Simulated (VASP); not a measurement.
# KZnF3 (Pm-3m) in VASP: a series of runs

KZnF3 is run at these levels: PBE; tasks: single point, relaxation of volume and atoms at fixed shape.

Program: VASP 6.6.1. These are calculated values, not measurements. Logs are shortened: lines on timing, memory, paths and dates and some standing lists are left out, and cuts for length are marked.

## Step 1: The cell of the first run

Symmetry: Pm-3m, No. 221, cubic system. Conventional cell: a = 4.128 Å, b = 4.128 Å, c = 4.128 Å, α = 90.00°, β = 90.00°, γ = 90.00°. Within 3.8 Å of K (site symmetry m-3m) lie 12 F at 2.92 Å and 8 Zn at 3.57 Å. Within 2.7 Å of Zn (site symmetry m-3m) lie 6 F at 2.06 Å. F (site symmetry 4/mmm) has 2 Zn at 2.06 Å within 2.7 Å.

## Step 2: Single point, PBE

The input, INCAR:

```
SYSTEM = KZnF3
PREC = Accurate
ENCUT = 600
EDIFF = 1E-6
ISMEAR = -1
SIGMA = 0.01
LREAL = .FALSE.
LASPH = .TRUE.
NELM = 120
ALGO = Normal
ISIF = 2
LWAVE = .FALSE.
LCHARG = .FALSE.
GGA = PE
NBANDS = 29
GGA_COMPAT = .FALSE.
```

The input, KPOINTS:

```
regular mesh
0
G
  6 6 6
  0 0 0
```

The input, POSCAR:

```
KZnF3
1.0
    4.1275756524      0.0000000000      0.0000000000
    0.0000000000      4.1275756524      0.0000000000
    0.0000000000      0.0000000000      4.1275756524
K Zn F
1 1 3
Direct
    0.0000000000      0.0000000000      0.0000000000
    0.5000000000      0.5000000000      0.5000000000
    0.5000000000      0.5000000000      0.0000000000
    0.0000000000      0.5000000000      0.5000000000
    0.5000000000      0.0000000000      0.5000000000
```

Potentials or basis: VASP PAW PBE potentials, release 64 (K_sv, Zn, F).

Started as:

```sh
$ cat potpaw_PBE.64/K_sv/POTCAR potpaw_PBE.64/Zn/POTCAR potpaw_PBE.64/F/POTCAR > POTCAR
$ mpirun -np 1 vasp_std > vasp.out
```

OUTCAR:

```text
SYSTEM = KZnF3
   PREC = Accurate
   ENCUT = 600
   EDIFF = 1E-6
   ISMEAR = -1
   LREAL = .FALSE.
   LASPH = .TRUE.
   NELM = 120
   ISIF = 2
   GGA = PE

 ion  position               nearest neighbor table
   1  0.000  0.000  0.000-
   2  0.500  0.500  0.500-   3 2.06   4 2.06   5 2.06   3 2.06   5 2.06   4 2.06
   3  0.500  0.500  0.000-   2 2.06   2 2.06
   4  0.000  0.500  0.500-   2 2.06   2 2.06
   5  0.500  0.000  0.500-   2 2.06   2 2.06

  LATTYP: Found a simple cubic cell.
 ALAT       =     4.1275756524

  Lattice vectors:

 A1 = (   4.1275756524,   0.0000000000,   0.0000000000)
 A2 = (   0.0000000000,   4.1275756524,   0.0000000000)
 A3 = (   0.0000000000,   0.0000000000,   4.1275756524)

Analysis of symmetry for initial positions (statically):
=====================================================================
 Subroutine PRICEL returns:
 Original cell was already a primitive cell.

 Routine SETGRP: Setting up the symmetry group for a
 simple cubic supercell.

 Subroutine GETGRP returns: Found 48 space group operations
 (whereof 48 operations were pure point group operations)
 out of a pool of 48 trial point group operations.

The static configuration has the point symmetry O_h .

Analysis of symmetry for dynamics (positions and initial velocities):
=====================================================================
 Subroutine PRICEL returns:
 Original cell was already a primitive cell.

 Routine SETGRP: Setting up the symmetry group for a
 simple cubic supercell.

 Subroutine GETGRP returns: Found 48 space group operations
 (whereof 48 operations were pure point group operations)
 out of a pool of 48 trial point group operations.

The dynamic configuration has the point symmetry O_h .

 Subroutine INISYM returns: Found 48 space group operations
 (whereof 48 operations are pure point group operations),
 and found     1 'primitive' translations

----------------------------------------------------------------------------------------

                                     Primitive cell

  volume of cell :      70.3210
[... 83 lines left out ...]
   ICHARG =      2    charge: 1-file 2-atom 10-const
   ISPIN  =      1    spin polarized calculation?
   LNONCOLLINEAR =      F non collinear calculations
   LSORBIT =      F    spin-orbit coupling
   LASPH  =      T    aspherical Exc in radial PAW
   ENCUT  =  600.0 eV  44.10 Ry    6.64 a.u.   8.24  8.24  8.24*2*pi/ulx,y,z
   NELM   =    120;   NELMIN=  2; NELMDL= -5     # of ELM steps
   EDIFF  = 0.1E-05   stopping-criterion for ELM
   LREAL  =      F    real-space projection
   EDIFFG = 0.1E-04   stopping-criterion for IOM
   NSW    =      0    number of steps for IOM
   IBRION =     -1    ionic relax: 0-MD 1-quasi-New 2-CG
   NFREE  =      0    steps in history (QN), initial steepest desc. (CG)
   ISIF   =      2    stress and relaxation
   ISYM   =      2    0-nonsym 1-usesym 2-fastsym
   POTIM  = 0.5000    time-step for ionic-motion
   TEBEG  =    0.0;   TEEND  =   0.0 temperature during run
   PSTRESS=    0.0 pullay stress
   NELECT =      42.0000    total number of electrons
   NUPDOWN=      -1.0000    fix difference up-down
   EMIN   =  10.00;   EMAX   =-10.00  energy-range for DOS
   EFERMI =   0.00;   METHOD = LEGACY
   ISMEAR =    -1;   SIGMA  =   0.01  broadening in eV -4-tet -1-fermi 0-gaus
   EFERMI_NEDOS =   21; number of points for ismear=-14 and -15
   IALGO  =     38    algorithm
   IMIX   =      4    mixing-type and parameters
     AMIX     =   0.40;   BMIX     =  1.00
     AMIX_MAG =   1.60;   BMIX_MAG =  1.00
  volume/ion in A,a.u.               =      14.06        94.91
  Fermi-wavevector in a.u.,A,eV,Ry     =   1.378678  2.605324 25.861320  1.900753
  Thomas-Fermi vector in A             =   2.503718
   LORBIT       =      0    0 simple, 1 ext, 2 COOP (PROOUT), +10 PAW based schemes
   GGA     = PE    functional components
   LHFCALC =     F    Hartree Fock is set to
   AEXX    =    0.0000 exact exchange contribution
   IVDW    =     0    specifies the selected vdW correction
   LEPSILON=     F    determine dielectric tensor
   LRPA    =     F    only Hartree local field effects (RPA)
 non-spin polarized calculation
  energy-cutoff  :      600.00
  volume of cell :       70.32
 maximum number of plane-waves:      2364
 NGX is ok and might be reduce to    36
   NGX = 17   NGY = 17   NGZ = 17

 number of electron      41.9999979 magnetization

 Free energy of the ion-electron system (eV)
  ---------------------------------------------------
  ext. energy  EPLUGINS =         0.00000000
  ---------------------------------------------------
  free energy    TOTEN  =       -20.33769272 eV

  energy without entropy =      -20.33769272  energy(sigma->0) =      -20.33769272

 E-fermi :  -0.9857     XC(G=0):  -9.5882

 val. band max:       -1.3256145646   @ k =   0.5000   0.5000   0.5000
 cond. band min:       2.3262126732   @ k =   0.0000   0.0000   0.0000
 fundamental gap:      3.6518272377
 Fermi energy:        -0.9856924139

 k-point     1 :       0.0000    0.0000    0.0000
  band No.  band energies     occupation
      1     -28.2350      2.00000
      2     -22.4738      2.00000
      3     -21.9214      2.00000
      4     -21.9214      2.00000
      5     -11.7137      2.00000
      6     -11.7137      2.00000
[... 629 lines left out ...]
     28      11.2611      0.00000
     29      11.9454      0.00000

------------------------ aborting loop because EDIFF is reached ----------------------------------------

  FORCE on cell =-STRESS in cart. coord.  units (eV):
  Direction    XX          YY          ZZ          XY          YZ          ZX
  --------------------------------------------------------------------------------------
  -------------------------------------------------------------------------------------
  Total        0.0716508      0.0716508      0.0716508     -0.0000000     -0.0000000      0.0000000
  in kB        1.6324755      1.6324755      1.6324755     -0.0000000     -0.0000000      0.0000000
  external PRESSURE =       1.6324755 kB  Pullay stress =       0.0000000 kB

 VOLUME and BASIS-vectors are now :
 -----------------------------------------------------------------------------
  energy-cutoff  :      600.00
  volume of cell :       70.32
      direct lattice vectors                 reciprocal lattice vectors
     4.127575652  0.000000000  0.000000000     0.242272967  0.000000000  0.000000000
     0.000000000  4.127575652  0.000000000     0.000000000  0.242272967  0.000000000
     0.000000000  0.000000000  4.127575652     0.000000000  0.000000000  0.242272967

 POSITION                                       TOTAL-FORCE (eV/Angst)
 -----------------------------------------------------------------------------------
      0.00000      0.00000      0.00000         0.000000      0.000000      0.000000
      2.06379      2.06379      2.06379         0.000000      0.000000      0.000000
      2.06379      2.06379      0.00000         0.000000      0.000000      0.000000
      0.00000      2.06379      2.06379         0.000000      0.000000      0.000000
      2.06379      0.00000      2.06379         0.000000      0.000000      0.000000
 -----------------------------------------------------------------------------------
    total drift:                                0.000000      0.000000      0.000000

  FREE ENERGIE OF THE ION-ELECTRON SYSTEM (eV)
  ---------------------------------------------------
  free  energy   TOTEN  =       -20.3376927172 eV

  energy  without entropy=      -20.3376927172  energy(sigma->0) =      -20.33769272
```

OSZICAR:

```text
N       E                     dE             d eps       ncg     rms          rms(c)
DAV:   1     0.476868148179E+03    0.47687E+03   -0.23962E+04  1160   0.191E+03
DAV:   2     0.224449201412E+02   -0.45442E+03   -0.43103E+03  1292   0.478E+02
DAV:   3    -0.215716884002E+02   -0.44017E+02   -0.43686E+02  1375   0.153E+02
DAV:   4    -0.226503615565E+02   -0.10787E+01   -0.10752E+01  1742   0.223E+01
DAV:   5    -0.226661221046E+02   -0.15761E-01   -0.15746E-01  1439   0.230E+00    0.108E+01
DAV:   6    -0.203146827037E+02    0.23514E+01   -0.67241E+00  1654   0.354E+01    0.637E+00
DAV:   7    -0.203680582124E+02   -0.53376E-01   -0.14029E+00  1300   0.732E+00    0.415E+00
DAV:   8    -0.203740346764E+02   -0.59765E-02   -0.46889E-01  1484   0.115E+01    0.154E+00
DAV:   9    -0.203372954498E+02    0.36739E-01   -0.10208E-01  1759   0.885E+00    0.346E-01
DAV:  10    -0.203378371130E+02   -0.54166E-03   -0.37075E-02  1672   0.341E+00    0.223E-01
DAV:  11    -0.203377368991E+02    0.10021E-03   -0.53748E-03  1493   0.786E-01    0.998E-02
DAV:  12    -0.203377835765E+02   -0.46677E-04   -0.23936E-04  1290   0.114E-01    0.768E-02
DAV:  13    -0.203376888943E+02    0.94682E-04   -0.51476E-04  1769   0.617E-01    0.119E-02
DAV:  14    -0.203376932242E+02   -0.43299E-05   -0.70380E-05  1305   0.653E-02    0.761E-03
DAV:  15    -0.203376927172E+02    0.50702E-06   -0.25970E-06  1077   0.188E-02
   1 F= -.20337693E+02 E0= -.20337693E+02  d E =-.809463E-16
```

It took 70 s on 1 thread of Intel Xeon 8259CL, shared host; peak memory 0.23 GiB.

Results:

```
Free energy            : -20.3377 eV
Pressure               : 0.2 GPa
Band gap on the k mesh : 3.65 eV (least direct gap 5.19 eV)
```

A k mesh can miss the band edges. As with any semilocal functional, this PBE gap is likely too small.

## Step 3: Relaxation of volume and atoms at fixed shape, PBE

This run uses another cell than the first one, of 13.29 Å³/atom.

The input, INCAR:

```
SYSTEM = KZnF3
ALGO = Normal
EDIFF = 1E-7
EDIFFG = -0.01
ENCUT = 600
GGA = PE
GGA_COMPAT = .False.
IBRION = 2
ISIF = 8
ISMEAR = -1
LASPH = .True.
LCHARG = .False.
LREAL = .False.
LWAVE = .False.
NELM = 120
NELMIN = 4
NSW = 80
PREC = Accurate
SIGMA = 0.01
```

The input, KPOINTS:

```
k-points
0
Gamma
  6 6 6
  0 0 0
```

Edit POSCAR of step 2 so:

```diff
@@ -2,5 +2,5 @@
 1.0
-    4.1275756524      0.0000000000      0.0000000000
-    0.0000000000      4.1275756524      0.0000000000
-    0.0000000000      0.0000000000      4.1275756524
+    4.0500000000      0.0000000000      0.0000000000
+    0.0000000000      4.0500000000      0.0000000000
+    0.0000000000      0.0000000000      4.0500000000
 K Zn F
```

Potentials or basis: VASP PAW PBE potentials, release 64 (K_sv, Zn, F).

Started as:

```sh
$ cat potpaw_PBE.64/K_sv/POTCAR potpaw_PBE.64/Zn/POTCAR potpaw_PBE.64/F/POTCAR > POTCAR
$ mpirun -np 1 vasp_std > vasp.out
```

OUTCAR:

```text
SYSTEM = KZnF3
   EDIFF = 1E-7
   EDIFFG = -0.01
   ENCUT = 600
   GGA = PE
   IBRION = 2
   ISIF = 8
   ISMEAR = -1
   LASPH = .True.
   LREAL = .False.
   NELM = 120
   NELMIN = 4
   NSW = 80
   PREC = Accurate

 ion  position               nearest neighbor table
   1  0.000  0.000  0.000-
   2  0.500  0.500  0.500-   3 2.02   4 2.02   5 2.02   3 2.02   5 2.02   4 2.02
   3  0.500  0.500  0.000-   2 2.02   2 2.02
   4  0.000  0.500  0.500-   2 2.02   2 2.02
   5  0.500  0.000  0.500-   2 2.02   2 2.02

  LATTYP: Found a simple cubic cell.
 ALAT       =     4.0500000000

  Lattice vectors:

 A1 = (   4.0500000000,   0.0000000000,   0.0000000000)
 A2 = (   0.0000000000,   4.0500000000,   0.0000000000)
 A3 = (   0.0000000000,   0.0000000000,   4.0500000000)

Analysis of symmetry for initial positions (statically):
=====================================================================
 Subroutine PRICEL returns:
 Original cell was already a primitive cell.

 Routine SETGRP: Setting up the symmetry group for a
 simple cubic supercell.

 Subroutine GETGRP returns: Found 48 space group operations
 (whereof 48 operations were pure point group operations)
[... 153 lines left out ...]
   NGX = 17   NGY = 17   NGZ = 17

--------------------------------------- Ionic step        1  -------------------------------------------

 number of electron      42.0000058 magnetization

 Free energy of the ion-electron system (eV)
  ---------------------------------------------------
  ext. energy  EPLUGINS =         0.00000000
  ---------------------------------------------------
  free energy    TOTEN  =       -20.27112745 eV

  energy without entropy =      -20.27112745  energy(sigma->0) =      -20.27112745

------------------------ aborting loop because EDIFF is reached ----------------------------------------

  FORCE on cell =-STRESS in cart. coord.  units (eV):
  Direction    XX          YY          ZZ          XY          YZ          ZX
  --------------------------------------------------------------------------------------
  -------------------------------------------------------------------------------------
  Total        1.9822420      1.9822420      1.9822420     -0.0000000     -0.0000000      0.0000000
  in kB       47.8081773     47.8081773     47.8081773     -0.0000000     -0.0000000      0.0000000
  external PRESSURE =      47.8081773 kB  Pullay stress =       0.0000000 kB
[... 65 lines left out ...]
--------------------------------------- Ionic step        3  -------------------------------------------

 number of electron      41.9999987 magnetization

 Free energy of the ion-electron system (eV)
  ---------------------------------------------------
  ext. energy  EPLUGINS =         0.00000000
  ---------------------------------------------------
  free energy    TOTEN  =       -20.32912140 eV

  energy without entropy =      -20.32912140  energy(sigma->0) =      -20.32912140

 E-fermi :  -1.0189     XC(G=0):  -9.5735

 val. band max:       -1.3526177720   @ k =   0.5000   0.5000   0.5000
 cond. band min:       2.2913950757   @ k =   0.0000   0.0000   0.0000
 fundamental gap:      3.6440128478
 Fermi energy:        -1.0189197514

 k-point     1 :       0.0000    0.0000    0.0000
  band No.  band energies     occupation
      1     -28.2540      2.00000
      2     -22.4780      2.00000
      3     -21.9291      2.00000
      4     -21.9291      2.00000
      5     -11.7322      2.00000
      6     -11.7322      2.00000
[... 581 lines left out ...]
  FREE ENERGIE OF THE ION-ELECTRON SYSTEM (eV)
  ---------------------------------------------------
  free  energy   TOTEN  =       -20.3291214014 eV

  energy  without entropy=      -20.3291214014  energy(sigma->0) =      -20.32912140

 reached required accuracy - stopping structural energy minimisation
```

CONTCAR:

```text
KZnF3
   1.00000000000000
     4.1315909416800398    0.0000000000000000    0.0000000000000000
     0.0000000000000000    4.1315909416800398    0.0000000000000000
     0.0000000000000000    0.0000000000000000    4.1315909416800398
  K               Zn              F
     1     1     3
Direct
     0.0000000000000000    0.0000000000000000    0.0000000000000000
     0.5000000000000000    0.5000000000000000    0.5000000000000000
     0.5000000000000000    0.5000000000000000    0.0000000000000000
     0.0000000000000000    0.5000000000000000    0.5000000000000000
     0.5000000000000000    0.0000000000000000    0.5000000000000000

  0.00000000E+00  0.00000000E+00  0.00000000E+00
  0.00000000E+00  0.00000000E+00  0.00000000E+00
  0.00000000E+00  0.00000000E+00  0.00000000E+00
  0.00000000E+00  0.00000000E+00  0.00000000E+00
  0.00000000E+00  0.00000000E+00  0.00000000E+00
```

Run time: 2.2 min. Hardware: 1 thread of Intel Xeon 8259CL, shared host; peak memory 0.21 GiB.

What came out:

```yaml
Free_energy: -20.3291 eV
Relaxed_volume: 14.11 Å³/atom
Relaxed_cell: a = 4.132 Å, b = 4.132 Å, c = 4.132 Å, α = 90.00°, β = 90.00°, γ = 90.00°
Space_group_after_relaxing_to_0.1_Å: Pm-3m (No. 221)
Energy_gained_by_relaxing: 11.6 meV/atom
Ionic_steps: 3
Pressure_after_relaxing: 0.0 GPa
Band_gap_on_the_k_mesh: 3.64 eV (least direct gap 5.16 eV)
```

Step by step:
```
step  energy change (eV)  largest force (eV/Å)  pressure (GPa)  volume (Å³)
   1              0.0000                0.0000            4.78        66.43
   2             -0.0579                0.0000            0.21        70.32
   3             -0.0580                0.0000           -0.01        70.53
```

Final structure:
```
K Zn F
1.0
     4.13159    0.00000    0.00000
     0.00000    4.13159    0.00000
     0.00000    0.00000    4.13159
K Zn F
1 1 3
Direct
  0.00000 0.00000 0.00000
  0.50000 0.50000 0.50000
  0.50000 0.50000 0.00000
  0.00000 0.50000 0.50000
  0.50000 0.00000 0.50000
```

Levels at points of the mesh, in eV from the valence-band top:
```
           k point  band 17  band 18  band 19  band 20  band 21  band 22  band 23  band 24  band 25
(0.00, 0.00, 0.00)    -1.69    -1.69    -1.52    -1.52    -1.52     3.64     8.94     8.94     9.26
(0.50, 0.00, 0.00)    -1.66    -1.66    -1.55    -1.45    -1.45     6.27     8.25     9.82    11.11
(0.50, 0.50, 0.00)    -1.88    -1.54    -1.54    -1.18     0.00     7.77     9.96     9.96    10.15
(0.50, 0.50, 0.50)    -1.17    -1.17    -1.17     0.00     0.00     8.50     8.50     8.50     9.75
```
